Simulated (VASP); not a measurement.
# Si16B (a cell with a defect) in VASP: single point with PBE

Aim: the single point of Si16B (a cell with a defect) with PBE.

All numbers are computed with VASP 6.6.1; they aren't measurements. Logs are shortened: lines on timing, memory, paths and dates and some standing lists are left out, and cuts for length are marked.

## Step 1: The cell of the first run

The cell holds a defect, 17 atoms: a = 7.679 Å, b = 7.679 Å, c = 7.679 Å, α = 60.00°, β = 60.00°, γ = 60.00°.

## Step 2: Single point, PBE, collinear spin

INCAR

```
PREC = Accurate ; ENCUT = 520
EDIFF = 1E-7 ; ISMEAR = -1
SIGMA = 0.02 ; LREAL = Auto
LASPH = T ; NELM = 150
ALGO = Normal ; ISIF = 2
LWAVE = F ; LCHARG = F
ISPIN = 2 ; MAGMOM = 0 0 0 0 0 0 0 0 0 0 0 0 0 0 0 0 1
LORBIT = 11 ; GGA = PE
NBANDS = 52
```

KPOINTS

```
regular mesh
0
Gamma
  2 2 2
```

POSCAR

```
Si16B
1.0
    0.0000000000      5.4300000000      5.4300000000
    5.4300000000      0.0000000000      5.4300000000
    5.4300000000      5.4300000000      0.0000000000
Si B
16 1
Direct
    0.0001654020     -0.0000639879     -0.0000424486
    0.1256364043      0.1251220483      0.1251752940
   -0.0003025832     -0.0004077162      0.5011759139
    0.1225105041      0.1225736106      0.6277580762
   -0.0002774556      0.5011147959     -0.0003792641
    0.1225205689      0.6277293698      0.1225831512
    0.0073271299      0.4976282622      0.4976429764
    0.1226089231      0.6274684611      0.6275057333
    0.5017049770     -0.0005830001     -0.0005795660
    0.6280126605      0.1224623147      0.1224617506
    0.4972966365      0.0084306245      0.4972011772
    0.6276426014      0.1226540176      0.6273008548
    0.4973418524      0.4972316505      0.0083262952
    0.6276670908      0.6272879237      0.1226480758
    0.4966632125      0.4966663858      0.4966643883
    0.6233903146      0.6247803842      0.6246416669
    0.3706573608      0.3743710552      0.3739991248
```

Potentials or basis: VASP PAW PBE potentials, release 64 (Si, B).

The run is started by

```console
$ cat potpaw_PBE.64/Si/POTCAR potpaw_PBE.64/B/POTCAR > POTCAR
$ mpirun -np 1 vasp_std > vasp.out
```

OUTCAR:

```text
PREC = Accurate
   ENCUT = 520
   EDIFF = 1E-7
   ISMEAR = -1
   LREAL = Auto
   LASPH = T
   NELM = 150
   ISIF = 2
   ISPIN = 2
   LORBIT = 11
   GGA = PE

 ion  position               nearest neighbor table
   1  0.000  1.000  1.000-  10 2.33   4 2.33   6 2.33   2 2.36
   2  0.126  0.125  0.125-   1 2.36   5 2.36   3 2.36   9 2.36
   3  1.000  1.000  0.501-  12 2.33   8 2.33   4 2.33   2 2.36
   4  0.123  0.123  0.628-   1 2.33   3 2.33  11 2.35   7 2.35
   5  1.000  0.501  1.000-  14 2.33   8 2.33   6 2.33   2 2.36
   6  0.123  0.628  0.123-   1 2.33   5 2.33  13 2.35   7 2.35
   7  0.007  0.498  0.498-  17 2.28   8 2.35   4 2.35   6 2.35  16 2.41
   8  0.123  0.627  0.628-   5 2.33   3 2.33  15 2.35   7 2.35
   9  0.502  0.999  0.999-  12 2.33  14 2.33  10 2.33   2 2.36
  10  0.628  0.122  0.122-   1 2.33   9 2.33  11 2.35  13 2.35
  11  0.497  0.008  0.497-  17 2.29  12 2.35  10 2.35   4 2.35  16 2.41
  12  0.628  0.123  0.627-   3 2.33   9 2.33  15 2.35  11 2.35
  13  0.497  0.497  0.008-  17 2.29  14 2.35  10 2.35   6 2.35  16 2.41
  14  0.628  0.627  0.123-   5 2.33   9 2.33  15 2.35  13 2.35
  15  0.497  0.497  0.497-  17 2.33  12 2.35  14 2.35   8 2.35  16 2.40
  16  0.623  0.625  0.625-  15 2.40  11 2.41  13 2.41   7 2.41
  17  0.371  0.374  0.374-   7 2.28  13 2.29  11 2.29  15 2.33

  LATTYP: Found a face centered cubic cell.
 ALAT       =    10.8600000000

  Lattice vectors:

 A1 = (   0.0000000000,   5.4300000000,   5.4300000000)
 A2 = (   5.4300000000,   0.0000000000,   5.4300000000)
 A3 = (   5.4300000000,   5.4300000000,   0.0000000000)

Analysis of symmetry for initial positions (statically):
=====================================================================
 Subroutine PRICEL returns:
 Original cell was already a primitive cell.

 Routine SETGRP: Setting up the symmetry group for a
 face centered cubic supercell.

 Subroutine GETGRP returns: Found  1 space group operations
 (whereof  1 operations were pure point group operations)
 out of a pool of 48 trial point group operations.

The static configuration has the point symmetry C_1 .

Analysis of symmetry for dynamics (positions and initial velocities):
=====================================================================
 Subroutine PRICEL returns:
 Original cell was already a primitive cell.

 Routine SETGRP: Setting up the symmetry group for a
 face centered cubic supercell.

 Subroutine GETGRP returns: Found  1 space group operations
 (whereof  1 operations were pure point group operations)
 out of a pool of 48 trial point group operations.

The dynamic configuration has the point symmetry C_1 .

Analysis of structural, dynamic, and magnetic symmetry:
=====================================================================
 Subroutine PRICEL returns:
 Original cell was already a primitive cell.

 Routine SETGRP: Setting up the symmetry group for a
 face centered cubic supercell.

 Subroutine GETGRP returns: Found  1 space group operations
 (whereof  1 operations were pure point group operations)
 out of a pool of 48 trial point group operations.

The overall configuration has the point symmetry C_1 .

 Subroutine INISYM returns: Found  1 space group operations
 (whereof  1 operations are pure point group operations),
 and found     1 'primitive' translations

----------------------------------------------------------------------------------------

                                     Primitive cell

  volume of cell :     320.2060

  direct lattice vectors                    reciprocal lattice vectors
     0.000000000  5.430000000  5.430000000    -0.092081031  0.092081031  0.092081031
     5.430000000  0.000000000  5.430000000     0.092081031 -0.092081031  0.092081031
     5.430000000  5.430000000  0.000000000     0.092081031  0.092081031 -0.092081031

  length of vectors
     7.679179644  7.679179644  7.679179644     0.159489025  0.159489025  0.159489025

  position of ions in fractional coordinates (direct lattice)
     0.000165402  0.999936012  0.999957551
     0.125636404  0.125122048  0.125175294
     0.999697417  0.999592284  0.501175914
     0.122510504  0.122573611  0.627758076
     0.999722544  0.501114796  0.999620736
     0.122520569  0.627729370  0.122583151
[... 9 lines left out ...]
     0.623390315  0.624780384  0.624641667
     0.370657361  0.374371055  0.373999125

  ion indices of the primitive-cell ions
   primitive index   ion index
                 1           1
                 2           2
                 3           3
                 4           4
                 5           5
                 6           6
[... 9 lines left out ...]
                16          16
                17          17

----------------------------------------------------------------------------------------

 KPOINTS: regular mesh

Automatic generation of k-mesh.
 Grid dimensions read from file:
 generate k-points for:    2    2    2

 Generating k-lattice:

  Cartesian coordinates                     Fractional coordinates (reciprocal lattice)
    -0.046040516  0.046040516  0.046040516     0.500000000  0.000000000  0.000000000
     0.046040516 -0.046040516  0.046040516     0.000000000  0.500000000  0.000000000
     0.046040516  0.046040516 -0.046040516     0.000000000  0.000000000  0.500000000

  Length of vectors
     0.079744512  0.079744512  0.079744512

  Shift w.r.t. Gamma in fractional coordinates (k-lattice)
     0.000000000  0.000000000  0.000000000

 Subroutine IBZKPT returns following result:
 ===========================================

 Found      8 irreducible k-points:

 Following reciprocal coordinates:
            Coordinates               Weight
  0.000000  0.000000  0.000000      1.000000
  0.500000  0.000000  0.000000      1.000000
  0.000000  0.500000  0.000000      1.000000
  0.000000  0.000000  0.500000      1.000000
  0.500000  0.500000  0.500000      1.000000
  0.500000  0.500000  0.000000      1.000000
  0.000000  0.500000  0.500000      1.000000
  0.500000  0.000000  0.500000      1.000000
   k-points           NKPTS =      8   k-points in BZ     NKDIM =      8   number of bands    NBANDS=     52
   number of dos      NEDOS =    301   number of ions     NIONS =     17
   total plane-waves  NPLWV = 216000
   dimension x,y,z NGX =    60 NGY =   60 NGZ =   60
   dimension x,y,z NGXF=   120 NGYF=  120 NGZF=  120
   ions per type =              16   1
   NGX,Y,Z   is equivalent  to a cutoff of  12.99, 12.99, 12.99 a.u.
   NGXF,Y,Z  is equivalent  to a cutoff of  25.98, 25.98, 25.98 a.u.
 SYSTEM =  unknown system
   PREC   = accura    normal or accurate (medium, high low for compatibility)
   ISTART =      0    job   : 0-new  1-cont  2-samecut
   ICHARG =      2    charge: 1-file 2-atom 10-const
   ISPIN  =      2    spin polarized calculation?
   LNONCOLLINEAR =      F non collinear calculations
   LSORBIT =      F    spin-orbit coupling
   LASPH  =      T    aspherical Exc in radial PAW
   ENCUT  =  520.0 eV  38.22 Ry    6.18 a.u.  14.28 14.28 14.28*2*pi/ulx,y,z
   NELM   =    150;   NELMIN=  2; NELMDL= -5     # of ELM steps
   EDIFF  = 0.1E-06   stopping-criterion for ELM
   LREAL  =      T    real-space projection
   EDIFFG = 0.1E-05   stopping-criterion for IOM
   NSW    =      0    number of steps for IOM
   IBRION =     -1    ionic relax: 0-MD 1-quasi-New 2-CG
   NFREE  =      0    steps in history (QN), initial steepest desc. (CG)
   ISIF   =      2    stress and relaxation
   ISYM   =      2    0-nonsym 1-usesym 2-fastsym
   POTIM  = 0.5000    time-step for ionic-motion
   TEBEG  =    0.0;   TEEND  =   0.0 temperature during run
   PSTRESS=    0.0 pullay stress
   NELECT =      67.0000    total number of electrons
   NUPDOWN=      -1.0000    fix difference up-down
   EMIN   =  10.00;   EMAX   =-10.00  energy-range for DOS
   EFERMI =   0.00;   METHOD = LEGACY
   ISMEAR =    -1;   SIGMA  =   0.02  broadening in eV -4-tet -1-fermi 0-gaus
   EFERMI_NEDOS =   21; number of points for ismear=-14 and -15
   IALGO  =     38    algorithm
   IMIX   =      4    mixing-type and parameters
     AMIX     =   0.40;   BMIX     =  1.00
     AMIX_MAG =   1.60;   BMIX_MAG =  1.00
  volume/ion in A,a.u.               =      18.84       127.11
  Fermi-wavevector in a.u.,A,eV,Ry     =   0.971904  1.836632 12.852022  0.944597
  Thomas-Fermi vector in A             =   2.102159
   LORBIT       =     11    0 simple, 1 ext, 2 COOP (PROOUT), +10 PAW based schemes
   GGA     = PE    functional components
   LHFCALC =     F    Hartree Fock is set to
   AEXX    =    0.0000 exact exchange contribution
   IVDW    =     0    specifies the selected vdW correction
   LEPSILON=     F    determine dielectric tensor
   LRPA    =     F    only Hartree local field effects (RPA)
 spin polarized calculation
  energy-cutoff  :      520.00
  volume of cell :      320.21
 maximum number of plane-waves:      8646
 NGX is ok and might be reduce to    60
   NGX = 29   NGY = 29   NGZ = 29

 number of electron      67.0000001 magnetization      -0.0001943

 number of electron      67.0000001 magnetization       0.0000128

 Free energy of the ion-electron system (eV)
  ---------------------------------------------------
  ext. energy  EPLUGINS =         0.00000000
  ---------------------------------------------------
  free energy    TOTEN  =       -88.61956100 eV

  energy without entropy =      -88.61942396  energy(sigma->0) =      -88.61949248

 E-fermi :   6.3583     XC(G=0):  -9.5683

 val. band max:        6.2216732977   @ k =   0.5000   0.5000   0.5000
 cond. band min:       6.4929368239   @ k =   0.0000   0.0000   0.0000
 fundamental gap:      0.2712635262
 Fermi energy:         6.3583437380

 spin component 1

 k-point     1 :       0.0000    0.0000    0.0000
  band No.  band energies     occupation
      1      -6.2724      1.00000
      2      -3.8631      1.00000
      3      -3.8177      1.00000
      4      -3.8154      1.00000
      5      -3.8022      1.00000
      6      -2.4369      1.00000
[... 37 lines left out ...]
     44       7.9251      0.00000
     45       7.9421      0.00000
[... 294 lines left out ...]
      4      -4.0755      1.00000
      5      -4.0691      1.00000
      6      -3.7734      1.00000
[... 37 lines left out ...]
     44      10.0418      0.00000
     45      10.1909      0.00000
 Fermi energy:         6.3583437380

 spin component 2

 k-point     1 :       0.0000    0.0000    0.0000
  band No.  band energies     occupation
      1      -6.2724      1.00000
      2      -3.8631      1.00000
      3      -3.8177      1.00000
      4      -3.8154      1.00000
      5      -3.8022      1.00000
      6      -2.4369      1.00000
[... 37 lines left out ...]
     44       7.9251      0.00000
     45       7.9421      0.00000
[... 294 lines left out ...]
      4      -4.0755      1.00000
      5      -4.0691      1.00000
      6      -3.7734      1.00000
[... 37 lines left out ...]
     44      10.0419      0.00000
     45      10.1909      0.00000
 [bands above 45 left out]

------------------------ aborting loop because EDIFF is reached ----------------------------------------

  FORCE on cell =-STRESS in cart. coord.  units (eV):
  Direction    XX          YY          ZZ          XY          YZ          ZX
  --------------------------------------------------------------------------------------
  -------------------------------------------------------------------------------------
  Total        6.2847227      6.2800856      6.2801055     -0.0528530     -0.0205641     -0.0571122
  in kB       31.4461311     31.4229290     31.4230283     -0.2644542     -0.1028944     -0.2857655
  external PRESSURE =      31.4306961 kB  Pullay stress =       0.0000000 kB

 VOLUME and BASIS-vectors are now :
 -----------------------------------------------------------------------------
  energy-cutoff  :      520.00
  volume of cell :      320.21
      direct lattice vectors                 reciprocal lattice vectors
     0.000000000  5.430000000  5.430000000    -0.092081031  0.092081031  0.092081031
     5.430000000  0.000000000  5.430000000     0.092081031 -0.092081031  0.092081031
     5.430000000  5.430000000  0.000000000     0.092081031  0.092081031 -0.092081031

 POSITION                                       TOTAL-FORCE (eV/Angst)
 -----------------------------------------------------------------------------------
     10.85942      5.43067      5.43055        -0.007487     -0.013400     -0.012991
      1.35911      1.36191      1.36162        -0.000421      0.006532      0.005894
      8.14917      8.14974     10.85614         0.012747      0.009948     -0.004013
      4.07430      4.07396      1.33081        -0.007039     -0.006490      0.021902
      8.14899     10.85643      8.14955         0.012342     -0.004158      0.009442
      4.07420      1.33091      4.07386        -0.006664      0.022324     -0.006007
[... 9 lines left out ...]
      6.78436      6.77681      6.77757         0.012471      0.013529      0.013031
      4.06365      4.04348      4.04550        -0.003849      0.002210      0.002070
 -----------------------------------------------------------------------------------
    total drift:                                0.003293     -0.000486     -0.000470

  FREE ENERGIE OF THE ION-ELECTRON SYSTEM (eV)
  ---------------------------------------------------
  free  energy   TOTEN  =       -88.6195609954 eV

  energy  without entropy=      -88.6194239611  energy(sigma->0) =      -88.61949248

 total charge

# of ion       s       p       d       tot
------------------------------------------
    1        0.742   0.956   0.000   1.699
    2        0.741   0.957   0.000   1.697
    3        0.741   0.957   0.000   1.698
    4        0.757   0.931   0.000   1.688
    5        0.741   0.957   0.000   1.698
    6        0.757   0.931   0.000   1.688
[... 9 lines left out ...]
   16        0.783   0.888   0.000   1.671
   17        0.825   0.763   0.000   1.587
--------------------------------------------------
tot         12.806  15.813   0.000  28.619

 magnetization (x)

# of ion       s       p       d       tot
------------------------------------------
    1       -0.000  -0.000   0.000  -0.000
    2       -0.000  -0.000   0.000  -0.000
    3       -0.000  -0.000   0.000  -0.000
    4        0.000  -0.000   0.000   0.000
    5       -0.000  -0.000   0.000  -0.000
    6        0.000  -0.000   0.000   0.000
[... 9 lines left out ...]
   16       -0.000  -0.000   0.000  -0.000
   17       -0.000  -0.000   0.000  -0.000
--------------------------------------------------
tot         -0.000  -0.000   0.000  -0.000
```

It took 18 min on 1 thread of AMD EPYC 7R43 (Zen 3), shared host; peak memory 0.67 GiB.

What came out:

| Property | Result |
| --- | --- |
| Free energy | -88.6196 eV |
| Pressure | 3.1 GPa |
| Largest force | 0.024 eV/Å |
| Net moment | 0.00 μB per cell |
| Valence electrons inside the program's atomic spheres | Si 1.70, 1.69, 1.68, 1.67 (each value once); B 1.59 |

Forces on the atoms (eV/Å):
```
Si  -0.007 -0.013 -0.013
Si   0.000  0.007  0.006
Si   0.013  0.010 -0.004
Si  -0.007 -0.006  0.022
Si   0.012 -0.004  0.009
Si  -0.007  0.022 -0.006
Si   0.003  0.003  0.002
Si  -0.015 -0.010 -0.009
Si  -0.004  0.014  0.014
Si   0.018 -0.011 -0.010
Si   0.007 -0.003  0.012
Si  -0.005 -0.010 -0.013
Si   0.006  0.012 -0.002
Si  -0.005 -0.014 -0.011
Si  -0.017 -0.012 -0.013
Si   0.012  0.014  0.013
B   -0.004  0.002  0.002
```

Caveat: the k points lie up to 0.50 Å⁻¹ apart.
